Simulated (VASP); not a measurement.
# Mg2Sn: single point with PBE

Mg2Sn:

```
Mg Sn
1.0
     0.00000    3.40747    3.40747
     3.40747    0.00000    3.40747
     3.40747    3.40747    0.00000
Mg Sn
2 1
Direct
  0.25000 0.25000 0.25000
  0.75000 0.75000 0.75000
  0.00000 0.00000 0.00000
```

```
Program                : VASP 6.6.1
Task                   : single point
Functional             : PBE
Potentials or basis    : VASP PAW PBE potentials, release 64 (Mg, Sn_d)
Cutoff                 : 600 eV
k mesh                 : 6 × 6 × 6
Occupations            : gaussian, width 0.05 eV
Spin                   : no spin polarisation
Dipole correction      : no
Further INCAR settings : ALGO = Normal; EDIFF = 1e-06; NBANDS = 16
```

```yaml
Pressure: 0.0 GPa
Band_gap_on_the_k_mesh: zero (bands 9 and 10 overlap by 0.20 eV)
```

Levels at points of the mesh, in eV from the Fermi level:
| k point | band 6 | band 7 | band 8 | band 9 | band 10 | band 11 | band 12 | band 13 |
| --- | --- | --- | --- | --- | --- | --- | --- | --- |
| (0.00, 0.00, 0.00) | -8.90 | 0.10 | 0.10 | 0.10 | 1.38 | 2.21 | 2.21 | 2.21 |
| (0.50, 0.00, 0.00) | -7.68 | -4.64 | -0.72 | -0.72 | 0.67 | 2.29 | 2.29 | 4.00 |
| (0.50, 0.50, 0.00) | -7.18 | -4.44 | -1.97 | -1.97 | -0.10 | 0.28 | 7.20 | 7.20 |

It took 33 s on 1 thread of Intel Xeon 8259CL, with other jobs on the host, peak memory 0.24 GiB.

Caveat: spin-orbit coupling is left out, which moves the levels of the heavy elements.
